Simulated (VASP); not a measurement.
# Sc (P6_3/mmc) in VASP: a series of runs, part 2 of 2

VASP 6.6.1.

### 3 Single point, PBEsol

This run uses another cell than the first one, of 23.67 Å³/atom, 1.029 times its volume.

The input, INCAR:

```
SYSTEM = Sc
PREC     = Accurate       ! precision mode
ENCUT    = 520            ! plane-wave cutoff, eV
EDIFF    = 1E-6           ! SCF threshold, eV
ISMEAR   = 0              ! smearing method
SIGMA    = 0.1            ! smearing width, eV
LREAL    = .FALSE.        ! projectors in reciprocal space
LASPH    = .TRUE.         ! aspherical terms in the spheres
NELM     = 60             ! most SCF steps
ALGO     = Normal         ! electronic algorithm
ISIF     = 2              ! what is computed and relaxed
LWAVE    = .FALSE.        ! write WAVECAR
LCHARG   = .TRUE.         ! write CHGCAR
GGA      = PS             ! functional
LELF     = .TRUE.         ! ELF
LVHAR    = .TRUE.       
NBANDS   = 18             ! bands
```

The input, KPOINTS:

```
Automatic mesh
0
G
  10 10 6
  0 0 0
```

The input, POSCAR:

```
Sc
1.0
    3.2490953923      0.0000000000      0.0000000000
   -1.6245476962      2.8138010528      0.0000000000
    0.0000000000      0.0000000000      5.1778346124
Sc
2
Direct
    0.3333333333      0.6666666667      0.2500000000
    0.6666666667      0.3333333333      0.7500000000
```

Potentials or basis: VASP PAW PBE potentials, release 64 (Sc_sv).

The run is started by

```sh
> cat potpaw_PBE.64/Sc_sv/POTCAR > POTCAR
> mpirun -np 1 vasp_std > vasp.out
```

OUTCAR:

```text
SYSTEM = Sc
   PREC = Accurate
   ENCUT = 520
   EDIFF = 1E-6
   ISMEAR = 0
   LREAL = .FALSE.
   LASPH = .TRUE.
   NELM = 60
   ISIF = 2
   GGA = PS

 ion  position               nearest neighbor table
   1  0.333  0.667  0.250-   2 3.20   2 3.20   2 3.20   2 3.20   2 3.20   2 3.20
   2  0.667  0.333  0.750-   1 3.20   1 3.20   1 3.20   1 3.20   1 3.20   1 3.20

  LATTYP: Found a hexagonal cell.
 ALAT       =     3.2490953923
 C/A-ratio  =     1.5936234512

  Lattice vectors:

 A1 = (   3.2490953923,   0.0000000000,   0.0000000000)
 A2 = (  -1.6245476962,   2.8138010528,   0.0000000000)
 A3 = (   0.0000000000,   0.0000000000,   5.1778346124)

Analysis of symmetry for initial positions (statically):
=====================================================================
 Subroutine PRICEL returns:
 Original cell was already a primitive cell.

 Routine SETGRP: Setting up the symmetry group for a
 hexagonal supercell.

 Subroutine GETGRP returns: Found 24 space group operations
 (whereof 12 operations were pure point group operations)
 out of a pool of 24 trial point group operations.

The static configuration has the point symmetry D_3d.
 The point group associated with its full space group is D_6h.

Analysis of symmetry for dynamics (positions and initial velocities):
=====================================================================
 Subroutine PRICEL returns:
 Original cell was already a primitive cell.

 Routine SETGRP: Setting up the symmetry group for a
 hexagonal supercell.

 Subroutine GETGRP returns: Found 24 space group operations
 (whereof 12 operations were pure point group operations)
 out of a pool of 24 trial point group operations.

The dynamic configuration has the point symmetry D_3d.
 The point group associated with its full space group is D_6h.

 Subroutine INISYM returns: Found 24 space group operations
 (whereof 12 operations are pure point group operations),
 and found     1 'primitive' translations

----------------------------------------------------------------------------------------

                                     Primitive cell

  volume of cell :      47.3374

  direct lattice vectors                    reciprocal lattice vectors
     3.249095392  0.000000000  0.000000000     0.307777975  0.177695576  0.000000000
    -1.624547696  2.813801053  0.000000000     0.000000000  0.355391153  0.000000000
     0.000000000  0.000000000  5.177834612     0.000000000  0.000000000  0.193130927

  length of vectors
     3.249095392  3.249097041  5.177834612     0.355391333  0.355391153  0.193130927

  position of ions in fractional coordinates (direct lattice)
     0.333333333  0.666666667  0.250000000
     0.666666667  0.333333333  0.750000000

  ion indices of the primitive-cell ions
   primitive index   ion index
                 1           1
                 2           2

----------------------------------------------------------------------------------------

 KPOINTS: Automatic mesh

Automatic generation of k-mesh.
 Grid dimensions read from file:
 generate k-points for:   10   10    6

 Generating k-lattice:

  Cartesian coordinates                     Fractional coordinates (reciprocal lattice)
     0.030777797  0.017769558  0.000000000     0.100000000  0.000000000  0.000000000
     0.000000000  0.035539115  0.000000000     0.000000000  0.100000000  0.000000000
     0.000000000  0.000000000  0.032188488     0.000000000  0.000000000  0.166666667

  Length of vectors
     0.035539133  0.035539115  0.032188488

  Shift w.r.t. Gamma in fractional coordinates (k-lattice)
     0.000000000  0.000000000  0.000000000

 Subroutine IBZKPT returns following result:
 ===========================================

 Found     56 irreducible k-points:

 Following reciprocal coordinates:
            Coordinates               Weight
  0.000000  0.000000  0.000000      1.000000
  0.100000  0.000000  0.000000      6.000000
  0.200000  0.000000  0.000000      6.000000
  0.300000  0.000000  0.000000      6.000000
  0.400000  0.000000  0.000000      6.000000
  0.500000  0.000000  0.000000      3.000000
[... 16 lines left out ...]
  0.300000  0.100000  0.166667     24.000000
  0.400000  0.100000  0.166667     24.000000
 [... further k-points ...]
   k-points           NKPTS =     56   k-points in BZ     NKDIM =     56   number of bands    NBANDS=     18
   number of dos      NEDOS =    301   number of ions     NIONS =      2
   total plane-waves  NPLWV =  23040
   dimension x,y,z NGX =    24 NGY =   24 NGZ =   40
   dimension x,y,z NGXF=    48 NGYF=   48 NGZF=   80
   ions per type =               2
   NGX,Y,Z   is equivalent  to a cutoff of  12.28, 12.28, 12.84 a.u.
   NGXF,Y,Z  is equivalent  to a cutoff of  24.56, 24.56, 25.69 a.u.
 SYSTEM =  Sc
   PREC   = accura    normal or accurate (medium, high low for compatibility)
   ISTART =      0    job   : 0-new  1-cont  2-samecut
   ICHARG =      2    charge: 1-file 2-atom 10-const
   ISPIN  =      1    spin polarized calculation?
   LNONCOLLINEAR =      F non collinear calculations
   LSORBIT =      F    spin-orbit coupling
   LASPH  =      T    aspherical Exc in radial PAW
   ENCUT  =  520.0 eV  38.22 Ry    6.18 a.u.   6.04  6.04  9.63*2*pi/ulx,y,z
   NELM   =     60;   NELMIN=  2; NELMDL= -5     # of ELM steps
   EDIFF  = 0.1E-05   stopping-criterion for ELM
   LREAL  =      F    real-space projection
   EDIFFG = 0.1E-04   stopping-criterion for IOM
   NSW    =      0    number of steps for IOM
   IBRION =     -1    ionic relax: 0-MD 1-quasi-New 2-CG
   NFREE  =      0    steps in history (QN), initial steepest desc. (CG)
   ISIF   =      2    stress and relaxation
   ISYM   =      2    0-nonsym 1-usesym 2-fastsym
   POTIM  = 0.5000    time-step for ionic-motion
   TEBEG  =    0.0;   TEEND  =   0.0 temperature during run
   PSTRESS=    0.0 pullay stress
   NELECT =      22.0000    total number of electrons
   NUPDOWN=      -1.0000    fix difference up-down
   EMIN   =  10.00;   EMAX   =-10.00  energy-range for DOS
   EFERMI =   0.00;   METHOD = LEGACY
   ISMEAR =     0;   SIGMA  =   0.10  broadening in eV -4-tet -1-fermi 0-gaus
   EFERMI_NEDOS =   21; number of points for ismear=-14 and -15
   IALGO  =     38    algorithm
   IMIX   =      4    mixing-type and parameters
     AMIX     =   0.40;   BMIX     =  1.00
     AMIX_MAG =   1.60;   BMIX_MAG =  1.00
  volume/ion in A,a.u.               =      23.67       159.72
  Fermi-wavevector in a.u.,A,eV,Ry     =   1.268083  2.396330 21.878641  1.608035
  Thomas-Fermi vector in A             =   2.401197
   LORBIT       =      0    0 simple, 1 ext, 2 COOP (PROOUT), +10 PAW based schemes
   GGA     = PS    functional components
   LHFCALC =     F    Hartree Fock is set to
   AEXX    =    0.0000 exact exchange contribution
   IVDW    =     0    specifies the selected vdW correction
   LEPSILON=     F    determine dielectric tensor
   LRPA    =     F    only Hartree local field effects (RPA)
 non-spin polarized calculation
 Gauss-broadening in eV      SIGMA  =   0.10
  energy-cutoff  :      520.00
  volume of cell :       47.34
 maximum number of plane-waves:      1298
   NGX = 13   NGY = 13   NGZ = 19

 number of electron      21.9999996 magnetization

 Free energy of the ion-electron system (eV)
  ---------------------------------------------------
  ext. energy  EPLUGINS =         0.00000000
  ---------------------------------------------------
  free energy    TOTEN  =       -13.21401219 eV

  energy without entropy =      -13.19217592  energy(sigma->0) =      -13.20309406

 E-fermi :   3.8151     XC(G=0): -10.1572

 val. band max:        3.7906328693   @ k =   0.2000   0.2000   0.1667
 cond. band min:       3.8327153532   @ k =   0.4000   0.1000   0.3333
 fundamental gap:      0.0420824839
 Fermi energy:         3.8151062314

 k-point     1 :       0.0000    0.0000    0.0000
  band No.  band energies     occupation
      1     -45.2844      2.00000
      2     -45.2052      2.00000
      3     -24.2318      2.00000
      4     -23.8329      2.00000
      5     -23.8329      2.00000
      6     -23.7647      2.00000
[... 10 lines left out ...]
     17       6.3065      0.00000
     18       6.3065      0.00000

 k-point     2 :       0.1000    0.0000    0.0000
  band No.  band energies     occupation
      1     -45.2786      2.00000
      2     -45.2029      2.00000
      3     -24.2168      2.00000
      4     -23.8639      2.00000
      5     -23.8431      2.00000
      6     -23.7970      2.00000
[... 10 lines left out ...]
     17       6.1230      0.00000
     18       6.1687      0.00000
[... 442 lines left out ...]
 k-point    24 :       0.4000    0.1000    0.1667
  band No.  band energies     occupation
      1     -45.2129      2.00000
      2     -45.1904      2.00000
      3     -24.1664      2.00000
      4     -24.0935      2.00000
      5     -23.9904      2.00000
      6     -23.9329      2.00000
[... 10 lines left out ...]
     17       7.6754      0.00000
     18       7.8540      0.00000

 [... further k-points ...]
[... 5 lines left out ...]
  --------------------------------------------------------------------------------------
  -------------------------------------------------------------------------------------
  Total        0.2136401      0.2136404     -0.4440162     -0.0000000     -0.0000000     -0.0000000
  in kB        7.2308486      7.2308584    -15.0281459     -0.0000000     -0.0000000     -0.0000000
  external PRESSURE =      -0.1888130 kB  Pullay stress =       0.0000000 kB

 VOLUME and BASIS-vectors are now :
 -----------------------------------------------------------------------------
  energy-cutoff  :      520.00
  volume of cell :       47.34
      direct lattice vectors                 reciprocal lattice vectors
     3.249095392  0.000000000  0.000000000     0.307777975  0.177695576  0.000000000
    -1.624547696  2.813801053  0.000000000     0.000000000  0.355391153  0.000000000
     0.000000000  0.000000000  5.177834612     0.000000000  0.000000000  0.193130927

 POSITION                                       TOTAL-FORCE (eV/Angst)
 -----------------------------------------------------------------------------------
     -0.00000      1.87587      1.29446         0.000000     -0.000000      0.000000
      1.62455      0.93793      3.88338        -0.000000      0.000000      0.000000
 -----------------------------------------------------------------------------------
    total drift:                               -0.000000      0.000000     -0.000000

  FREE ENERGIE OF THE ION-ELECTRON SYSTEM (eV)
  ---------------------------------------------------
  free  energy   TOTEN  =       -13.2140121916 eV

  energy  without entropy=      -13.1921759220  energy(sigma->0) =      -13.20309406
```

It used 120 s of CPU time on 1 thread of AMD EPYC 7R13 Processor (Zen 3), on a shared host.

What came out:

* Free energy: -13.2140 eV
* Pressure: 0.0 GPa
* Band gap on the k mesh: zero (band 11 reaches 4.73 eV, above the bottom of band 12 at 3.33 eV)

Levels at points of the mesh, in eV from the Fermi level:
| k point | band 9 | band 10 | band 11 | band 12 | band 13 | band 14 |
| --- | --- | --- | --- | --- | --- | --- |
| (0.00, 0.00, 0.00) | -5.22 | -1.74 | 0.54 | 1.66 | 1.66 | 1.78 |
| (0.50, 0.00, 0.00) | -1.62 | -1.10 | -0.76 | -0.25 | 1.27 | 1.46 |
| (0.00, 0.00, 0.50) | -3.67 | -3.67 | 0.91 | 0.91 | 1.60 | 1.60 |
| (0.50, 0.00, 0.50) | -1.54 | -1.54 | 0.05 | 0.05 | 1.35 | 1.35 |

Caveat: the PAW data sets were made with another functional, which shifts forces and pressure a little.

### 4 Single point, PBEsol

This run uses another cell than the first one, of 24.34 Å³/atom, 1.058 times its volume.

The input, INCAR:

```
PREC = Accurate ; ENCUT = 520
EDIFF = 1E-6 ; ISMEAR = 0
SIGMA = 0.1 ; LREAL = False
LASPH = True ; NELM = 100
ALGO = Normal ; ISIF = 2
LWAVE = False ; LCHARG = False
GGA = PS ; NBANDS = 18
```

The input, KPOINTS:

```
regular mesh
0
Gamma
  10 10 6
```

The input, POSCAR:

```
Sc
1.0
    3.2793212712      0.0000000000      0.0000000000
   -1.6396606356      2.8399774495      0.0000000000
    0.0000000000      0.0000000000      5.2260032818
Sc
2
Direct
    0.3333333333      0.6666666667      0.2500000000
    0.6666666667      0.3333333333      0.7500000000
```

The run is started by

```sh
> cat potpaw_PBE.64/Sc_sv/POTCAR > POTCAR
> mpirun -np 1 vasp_std > vasp.out
```

It used 81 s of CPU time on 1 thread of AMD EPYC 7R13 Processor (Zen 3) (shared host).

Results (log left out):

```yaml
Free_energy: -13.2082 eV
Pressure: -1.5 GPa
Band_gap_on_the_k_mesh: zero (band 11 reaches 4.55 eV, above the bottom of band 12 at 3.17 eV)
```

Stress tensor (GPa, compression positive):
```
-0.87  0.00  0.00
 0.00 -0.87  0.00
 0.00  0.00 -2.85
```

Levels at points of the mesh, in eV from the Fermi level:
| k point | band 7 | band 8 | band 9 | band 10 | band 11 | band 12 | band 13 | band 14 | band 15 | band 16 |
| --- | --- | --- | --- | --- | --- | --- | --- | --- | --- | --- |
| (0.00, 0.00, 0.00) | -27.67 | -27.65 | -5.16 | -1.70 | 0.49 | 1.62 | 1.62 | 1.74 | 2.05 | 2.05 |
| (0.50, 0.00, 0.00) | -27.76 | -27.72 | -1.60 | -1.07 | -0.72 | -0.27 | 1.24 | 1.43 | 1.80 | 3.86 |
| (0.00, 0.00, 0.50) | -27.70 | -27.70 | -3.65 | -3.65 | 0.90 | 0.90 | 1.56 | 1.56 | 1.56 | 1.56 |
| (0.50, 0.00, 0.50) | -27.76 | -27.76 | -1.50 | -1.50 | 0.05 | 0.05 | 1.29 | 1.29 | 2.45 | 2.45 |

Caveat: the PAW data sets were made with another functional, which shifts forces and pressure a little.

### 5 Single point, PBEsol

This run uses another cell than the first one, of 25.00 Å³/atom, 1.087 times its volume.

The input, INCAR:

```
  PREC = Accurate
  ENCUT = 520
  EDIFF = 1E-6
  ISMEAR = 0
  SIGMA = 0.1
  LREAL = F
  LASPH = T
  NELM = 60
  ALGO = Normal
  ISIF = 2
  LWAVE = F
  LCHARG = T
  GGA = PS
  LELF = T
  LVHAR = T
  NBANDS = 18
```

KPOINTS is that of step 4.

The input, POSCAR:

```
Sc
1.0
    3.3090000000      0.0000000000      0.0000000000
   -1.6545000000      2.8656800000      0.0000000000
    0.0000000000      0.0000000000      5.2733000000
Sc
2
Direct
    0.3333333333      0.6666666667      0.2500000000
    0.6666666667      0.3333333333      0.7500000000
```

The run is started by

```sh
> cat potpaw_PBE.64/Sc_sv/POTCAR > POTCAR
> mpirun -np 1 vasp_std > vasp.out
```

It used 69 s of CPU time on 1 thread of AMD EPYC 7R13 Processor (Zen 3), with other jobs on the host.

The run converged. Its results:

| Item | Value |
| --- | --- |
| Free energy | -13.1904 eV |
| Pressure | -2.9 GPa |
| Band gap on the k mesh | zero (band 11 reaches 4.38 eV, above the bottom of band 12 at 3.03 eV) |

Stress tensor (GPa, compression positive):
```
-2.28  0.00  0.00
 0.00 -2.28  0.00
 0.00  0.00 -4.04
```

Levels at points of the mesh, in eV from the Fermi level:
| k point | band 8 | band 9 | band 10 | band 11 | band 12 | band 13 | band 14 | band 15 |
| --- | --- | --- | --- | --- | --- | --- | --- | --- |
| (0.00, 0.00, 0.00) | -27.74 | -5.11 | -1.67 | 0.43 | 1.59 | 1.59 | 1.70 | 2.00 |
| (0.50, 0.00, 0.00) | -27.80 | -1.59 | -1.04 | -0.68 | -0.29 | 1.20 | 1.40 | 1.75 |
| (0.00, 0.00, 0.50) | -27.78 | -3.63 | -3.63 | 0.88 | 0.88 | 1.53 | 1.53 | 1.53 |
| (0.50, 0.00, 0.50) | -27.84 | -1.46 | -1.46 | 0.04 | 0.04 | 1.24 | 1.24 | 2.38 |

Caveat: the PAW data sets were made with another functional, which shifts forces and pressure a little.

### 6 Single point, PBEsol

This run uses another cell than the first one, of 25.67 Å³/atom, 1.116 times its volume.

The input, INCAR:

```
  PREC = Accurate
  ENCUT = 520
  EDIFF = 1E-6
  ISMEAR = 0
  SIGMA = 0.1
  LREAL = False
  LASPH = True
  NELM = 80
  ALGO = Normal
  ISIF = 2
  LWAVE = False
  LCHARG = True
  GGA = PS
  LELF = True
  LVHAR = True
  NBANDS = 18
```

The input, KPOINTS:

```
Automatic mesh
0
Gamma
  10 10 6
```

The input, POSCAR:

```
Sc
1.0
    3.3381556873      0.0000000000      0.0000000000
   -1.6690778437      2.8909295830      0.0000000000
    0.0000000000      0.0000000000      5.3197631870
Sc
2
Direct
    0.3333333333      0.6666666667      0.2500000000
    0.6666666667      0.3333333333      0.7500000000
```

Potentials or basis: VASP PAW PBE potentials, release 64 (Sc_sv).

The run is started by

```sh
> cat potpaw_PBE.64/Sc_sv/POTCAR > POTCAR
> mpirun -np 1 vasp_std > vasp.out
```

It used 76 s of CPU time on 1 thread of AMD EPYC 7R13 Processor (Zen 3), on a shared host.

Results (log left out):

```
Free energy            : -13.1622 eV
Pressure               : -4.1 GPa
Band gap on the k mesh : zero (band 11 reaches 4.21 eV, above the bottom of band 12 at 2.91 eV)
```

Stress tensor (GPa, compression positive):
```
-3.53  0.00  0.00
 0.00 -3.53  0.00
 0.00  0.00 -5.11
```

Levels at points of the mesh, in eV from the Fermi level:
```
           k point  band 8  band 9  band 10  band 11  band 12  band 13  band 14  band 15
(0.00, 0.00, 0.00)  -27.82   -5.06    -1.64     0.38     1.56     1.56     1.66     1.95
(0.50, 0.00, 0.00)  -27.88   -1.58    -1.01    -0.65    -0.30     1.17     1.37     1.70
(0.00, 0.00, 0.50)  -27.87   -3.60    -3.60     0.87     0.87     1.50     1.50     1.50
(0.50, 0.00, 0.50)  -27.92   -1.42    -1.42     0.04     0.04     1.19     1.19     2.32
```

Caveat: the PAW data sets were made with another functional, which shifts forces and pressure a little.

### 7 The runs side by side

| cell | gap on the mesh (eV) | pressure (GPa) |
| --- | --- | --- |
| a = 3.218, b = 3.218, c = 5.129 Å, angles 90.0, 90.0, 120.0°, 2 atoms | none | 1.7 |
| a = 3.249, b = 3.249, c = 5.178 Å, angles 90.0, 90.0, 120.0°, 2 atoms | none | 0.0 |
| a = 3.279, b = 3.279, c = 5.226 Å, angles 90.0, 90.0, 120.0°, 2 atoms | none | -1.5 |
| a = 3.309, b = 3.309, c = 5.273 Å, angles 90.0, 90.0, 120.0°, 2 atoms | none | -2.9 |
| a = 3.338, b = 3.338, c = 5.320 Å, angles 90.0, 90.0, 120.0°, 2 atoms | none | -4.1 |

Alike in all rows: task single point; level PBEsol; potentials or basis VASP PAW PBE potentials, release 64 (Sc_sv); no spin polarisation; k mesh 10 × 10 × 6; cutoff (eV) 520; smearing gaussian 0.1 eV.

Caveats: the PAW data sets were made with another functional, which shifts forces and pressure a little.

Absolute energies hang on the potentials; compare differences alone.
